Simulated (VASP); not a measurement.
C: single point with LDA

The system is C.

```
C
1.0
     2.44555    0.00000    0.00000
     0.00000    4.23347    0.00000
     0.06735    0.00000    6.73532
C
8
Direct
  0.50000 0.66669 0.50000
  0.00000 0.83331 0.50000
  0.50000 0.16669 0.00000
  0.00000 0.33331 0.00000
  0.00000 0.66669 0.00000
  0.50000 0.83331 0.00000
  0.00000 0.16669 0.50000
  0.50000 0.33331 0.50000
```

This cell differs from its parent crystal: shear of c along a, cell held: +1.0 %, then relaxed in part.

```yaml
Program: VASP 6.6.1
Task: single point
Functional: LDA
Potentials_or_basis: VASP PAW LDA potentials, release 64 (C)
Cutoff: 520 eV
k_mesh: 14 × 8 × 6
Occupations: gaussian, width 0.1 eV
Spin: no spin polarisation
```

```
Pressure               : 0.8 GPa
Largest force          : 0.007 eV/Å
Band gap on the k mesh : zero (band 16 reaches 4.77 eV, above the bottom of band 17 at 4.56 eV)
```

Forces on the atoms (eV/Å):
```
C    0.000 -0.007  0.000
C    0.000  0.007  0.000
C    0.000 -0.007  0.000
C    0.000  0.007  0.000
C    0.000 -0.007  0.000
C    0.000  0.007  0.000
C    0.000 -0.007  0.000
C    0.000  0.007  0.000
```

Stress tensor (GPa, compression positive):
```
 1.40  0.00 -0.08
 0.00  1.19  0.00
-0.08  0.00 -0.23
```

Levels at points of the mesh, in eV from the Fermi level:
```tsv
k point	band 14	band 15	band 16	band 17	band 18	band 19
(0.00, 0.00, 0.00)	-2.94	-2.93	-1.59	0.91	2.53	3.80
(0.50, 0.00, 0.00)	-3.45	-2.02	-2.02	2.35	2.35	3.54
(0.00, 0.50, 0.00)	-4.99	-4.99	-4.99	5.63	5.63	7.10
(0.50, 0.50, 0.00)	-2.47	-2.47	-2.47	1.88	1.88	1.88
(0.00, 0.00, 0.50)	-2.94	-2.36	-2.36	1.64	1.64	6.43
(0.50, 0.00, 0.50)	-2.82	-2.75	-2.75	2.88	2.88	2.93
(0.00, 0.50, 0.50)	-5.01	-5.01	-5.01	7.33	7.33	7.33
(0.50, 0.50, 0.50)	-2.40	-2.34	-2.34	1.59	1.59	1.67
```

Wall time 4 min on 1 thread of Intel(R) Xeon(R) Platinum 8259CL CPU @ 2.50GHz (Skylake/Cascade Lake), with other jobs on the host, peak memory 0.34 GiB.

Caveat: the cell differs from its parent crystal (shear of c along a, cell held: +1.0 %, then relaxed in part).
